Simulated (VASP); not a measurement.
# Bi (Fm-3m) in VASP: notebook, part 2 of 2

VASP 6.6.1.

### Step 3. Single point, LDA

This run uses another cell than the first one, of 29.55 Å³/atom, 1.111 times its volume.

The input, INCAR:

```
SYSTEM = Bi
ALGO = Normal
EDIFF = 1E-6
ENCUT = 500
GGA = CA
GGA_COMPAT = .False.
ISIF = 2
ISMEAR = -1
LASPH = .True.
LCHARG = .False.
LREAL = .False.
LWAVE = .False.
NBANDS = 14
NELM = 120
PREC = Accurate
SIGMA = 0.1
```

The input, KPOINTS:

```
k-points
0
Gamma
  14 14 14
  0 0 0
```

The input, POSCAR:

```
Bi
1.0
    0.0000000000      2.4538671174      2.4538671174
    2.4538671174      0.0000000000      2.4538671174
    2.4538671174      2.4538671174      0.0000000000
Bi
1
Direct
    0.0000000000      0.0000000000      0.0000000000
```

Potentials or basis: VASP PAW LDA potentials, release 64 (Bi_d).

Run with:

```
$ cat potpaw_LDA.64/Bi_d/POTCAR > POTCAR
$ mpirun -np 1 vasp_std > vasp.out
```

OUTCAR:

```text
SYSTEM = Bi
   EDIFF = 1E-6
   ENCUT = 500
   GGA = CA
   ISIF = 2
   ISMEAR = -1
   LASPH = .True.
   LREAL = .False.
   NELM = 120
   PREC = Accurate

 ion  position               nearest neighbor table
   1  0.000  0.000  0.000-

  LATTYP: Found a face centered cubic cell.
 ALAT       =     4.9077342348

  Lattice vectors:

 A1 = (   0.0000000000,   2.4538671174,   2.4538671174)
 A2 = (   2.4538671174,   0.0000000000,   2.4538671174)
[... 587 lines left out ...]
     14      21.9139      0.00000

 [... further k-points ...]

------------------------ aborting loop because EDIFF is reached ----------------------------------------

  FORCE on cell =-STRESS in cart. coord.  units (eV):
  Direction    XX          YY          ZZ          XY          YZ          ZX
  --------------------------------------------------------------------------------------
  -------------------------------------------------------------------------------------
  Total        0.0273097      0.0273097      0.0273097     -0.0000000     -0.0000000     -0.0000000
  in kB        1.4806243      1.4806243      1.4806243     -0.0000000     -0.0000000     -0.0000000
  external PRESSURE =       1.4806243 kB  Pullay stress =       0.0000000 kB

 VOLUME and BASIS-vectors are now :
 -----------------------------------------------------------------------------
  energy-cutoff  :      500.00
  volume of cell :       29.55
      direct lattice vectors                 reciprocal lattice vectors
     0.000000000  2.453867117  2.453867117    -0.203760015  0.203760015  0.203760015
     2.453867117  0.000000000  2.453867117     0.203760015 -0.203760015  0.203760015
     2.453867117  2.453867117  0.000000000     0.203760015  0.203760015 -0.203760015

 POSITION                                       TOTAL-FORCE (eV/Angst)
 -----------------------------------------------------------------------------------
      0.00000      0.00000      0.00000         0.000000      0.000000      0.000000
 -----------------------------------------------------------------------------------
    total drift:                               -0.000000     -0.000000     -0.000000

  FREE ENERGIE OF THE ION-ELECTRON SYSTEM (eV)
  ---------------------------------------------------
  free  energy   TOTEN  =        -4.4124404863 eV

  energy  without entropy=       -4.3844376745  energy(sigma->0) =       -4.39843908
```

It took 13 s on 1 thread of Intel Xeon 6975P-C (Granite Rapids), shared host; peak memory 0.16 GiB.

What came out:

```yaml
Free_energy: -4.4124 eV
Pressure: 0.1 GPa
```

Caveat: spin-orbit coupling is left out, which moves the levels of the heavy elements.

### Step 4. Single point, LDA

This run uses another cell than the first one, of 29.55 Å³/atom, 1.111 times its volume.

The input, INCAR:

```
  PREC = Accurate
  ENCUT = 500
  EDIFF = 1E-6
  ISMEAR = -1
  SIGMA = 0.1
  LREAL = F
  LASPH = T
  NELM = 120
  ALGO = Normal
  ISIF = 2
  LWAVE = F
  LCHARG = T
  LELF = T
  LVHAR = T
  NBANDS = 14
  GGA_COMPAT = F
```

The input, KPOINTS:

```
regular mesh
0
Gamma
  14 14 14
```

POSCAR is that of step 3.

Potentials or basis: VASP PAW LDA potentials, release 64 (Bi_d).

Run with:

```
$ cat potpaw_LDA.64/Bi_d/POTCAR > POTCAR
$ mpirun -np 1 vasp_std > vasp.out
```

OUTCAR:

```text
PREC = Accurate
   ENCUT = 500
   EDIFF = 1E-6
   ISMEAR = -1
   LREAL = F
   LASPH = T
   NELM = 120
   ISIF = 2

 ion  position               nearest neighbor table
   1  0.000  0.000  0.000-

  LATTYP: Found a face centered cubic cell.
 ALAT       =     4.9077342348

  Lattice vectors:

 A1 = (   0.0000000000,   2.4538671174,   2.4538671174)
 A2 = (   2.4538671174,   0.0000000000,   2.4538671174)
 A3 = (   2.4538671174,   2.4538671174,   0.0000000000)

Analysis of symmetry for initial positions (statically):
=====================================================================
 Subroutine PRICEL returns:
 Original cell was already a primitive cell.

 Routine SETGRP: Setting up the symmetry group for a
 face centered cubic supercell.

 Subroutine GETGRP returns: Found 48 space group operations
 (whereof 48 operations were pure point group operations)
 out of a pool of 48 trial point group operations.

The static configuration has the point symmetry O_h .

Analysis of symmetry for dynamics (positions and initial velocities):
[... 168 lines left out ...]
      3     -14.6507      2.00000
      4     -14.5642      2.00000
      5     -14.5642      2.00000
      6      -5.5678      2.00000
      7      13.6528      0.00000
      8      13.6528      0.00000
      9      13.6528      0.00000
     10      17.5124      0.00000
     11      17.9932      0.00000
     12      19.5427      0.00000
     13      19.5427      0.00000
     14      19.5427      0.00000
[... 377 lines left out ...]
      1     -14.6706      2.00000
      2     -14.6107      2.00000
      3     -14.5951      2.00000
      4     -14.5657      2.00000
      5     -14.5186      2.00000
      6      -4.2282      2.00000
      7       7.7414      1.99840
      8      11.2359      0.00000
      9      11.3849      0.00000
     10      15.8295      0.00000
     11      17.2942      0.00000
     12      20.5635      0.00000
     13      21.6469      0.00000
     14      21.9139      0.00000

 [... further k-points ...]

------------------------ aborting loop because EDIFF is reached ----------------------------------------

  FORCE on cell =-STRESS in cart. coord.  units (eV):
  Direction    XX          YY          ZZ          XY          YZ          ZX
  --------------------------------------------------------------------------------------
  -------------------------------------------------------------------------------------
  Total        0.0273097      0.0273097      0.0273097     -0.0000000     -0.0000000     -0.0000000
  in kB        1.4806243      1.4806243      1.4806243     -0.0000000     -0.0000000     -0.0000000
  external PRESSURE =       1.4806243 kB  Pullay stress =       0.0000000 kB

 VOLUME and BASIS-vectors are now :
 -----------------------------------------------------------------------------
  energy-cutoff  :      500.00
  volume of cell :       29.55
      direct lattice vectors                 reciprocal lattice vectors
     0.000000000  2.453867117  2.453867117    -0.203760015  0.203760015  0.203760015
     2.453867117  0.000000000  2.453867117     0.203760015 -0.203760015  0.203760015
     2.453867117  2.453867117  0.000000000     0.203760015  0.203760015 -0.203760015

 POSITION                                       TOTAL-FORCE (eV/Angst)
 -----------------------------------------------------------------------------------
      0.00000      0.00000      0.00000         0.000000      0.000000      0.000000
 -----------------------------------------------------------------------------------
    total drift:                               -0.000000     -0.000000     -0.000000

  FREE ENERGIE OF THE ION-ELECTRON SYSTEM (eV)
  ---------------------------------------------------
  free  energy   TOTEN  =        -4.4124404863 eV

  energy  without entropy=       -4.3844376745  energy(sigma->0) =       -4.39843908
```

OSZICAR:

```text
N       E                     dE             d eps       ncg     rms          rms(c)
DAV:   1     0.112252961761E+03    0.11225E+03   -0.75395E+03  2964   0.123E+03
DAV:   2     0.205338438296E+01   -0.11020E+03   -0.10680E+03  3182   0.336E+02
DAV:   3    -0.427129178712E+01   -0.63247E+01   -0.63010E+01  3632   0.784E+01
DAV:   4    -0.441545709551E+01   -0.14417E+00   -0.14413E+00  3720   0.126E+01
DAV:   5    -0.442169714318E+01   -0.62400E-02   -0.62399E-02  4054   0.240E+00    0.438E-01
DAV:   6    -0.441484084746E+01    0.68563E-02   -0.76849E-03  3934   0.123E+00    0.247E-01
DAV:   7    -0.441255060637E+01    0.22902E-02   -0.41863E-03  3872   0.893E-01    0.694E-02
DAV:   8    -0.441244033031E+01    0.11028E-03   -0.36736E-04  3834   0.296E-01    0.754E-03
DAV:   9    -0.441244048632E+01   -0.15600E-06   -0.83575E-06  4068   0.370E-02
   1 F= -.44124405E+01 E0= -.43984391E+01  d E =-.280028E-01
```

stdout:

```text
POSCAR found type information on POSCAR Bi
 POSCAR found :  1 types and       1 ions
 scaLAPACK will be used
 LDA part: xc-table for (Slater(with rela. corr.)+CA(PZ))
 , standard interpolation
 POSCAR, INCAR and KPOINTS ok, starting setup
 FFT: planning ... GRIDC
 FFT: planning ... GRID_SOFT
 FFT: planning ... GRID
 WAVECAR not read
 entering main loop
```

Run time: 14 s. Hardware: 1 thread of Intel Xeon 6975P-C (Granite Rapids), shared host; peak memory 0.16 GiB.

Results:

| Item | Value |
| --- | --- |
| Free energy | -4.4124 eV |
| Pressure | 0.1 GPa |

Levels at points of the mesh, in eV from the Fermi level:
```tsv
k point	band 3	band 4	band 5	band 6	band 7	band 8	band 9	band 10	band 11	band 12
(0.00, 0.00, 0.00)	-23.10	-23.02	-23.02	-14.02	5.20	5.20	5.20	9.06	9.54	11.09
(0.50, 0.00, 0.00)	-23.10	-22.93	-22.93	-10.90	-5.64	3.50	3.50	7.75	8.59	9.94
(0.50, 0.50, 0.00)	-22.94	-22.91	-22.91	-9.68	-4.78	0.29	0.29	4.13	5.33	17.12
```

Caveat: spin-orbit coupling is left out, which moves the levels of the heavy elements.
